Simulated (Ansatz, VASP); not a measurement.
HfN in VASP and in Ansatz

```
Hf N
1.0
     3.20308    0.00000    0.00000
     0.00000    3.20308    0.00000
     0.00000    0.00000    3.20308
Hf N
1 1
Direct
  0.00000 0.00000 0.00000
  0.50000 0.50000 0.50000
```

Alike in both runs: task relaxation of cell and atoms; functional PBE; k mesh 6 × 6 × 6; occupations gaussian, width 0.1 eV; no spin polarisation.

|  | VASP | Ansatz |
| --- | --- | --- |
| version | VASP 6.6.1 | Ansatz 0.2.0 |
| potentials or method | VASP PAW PBE potentials, release 64 (Hf_pv, N), cutoff 600 eV | scalar-relativistic, plane waves, PAW |
| valence electrons in the cell | 15 | 31 |

|  | VASP | Ansatz | Ansatz less VASP |
| --- | --- | --- | --- |
| gap on the k mesh at the Fermi level, each at its own relaxed structure (eV) | none | none | - |
| relaxed volume (Å³/atom) | 11.18 | 11.30 | +0.127 |
| relaxed cell length with the largest relative difference (Å) | 2.817 | 2.828 | +0.0106 |

A gap of «none» marks a metal or a gap that the smearing closes. VASP's potentials hold 15 valence electrons a cell and Ansatz's 31, so a difference there can come from the potentials and not from the codes.

Neither program's run includes spin-orbit coupling. Noted on VASP's run: the volume moved by over 15 % at a fixed basis, so the end points are rough.
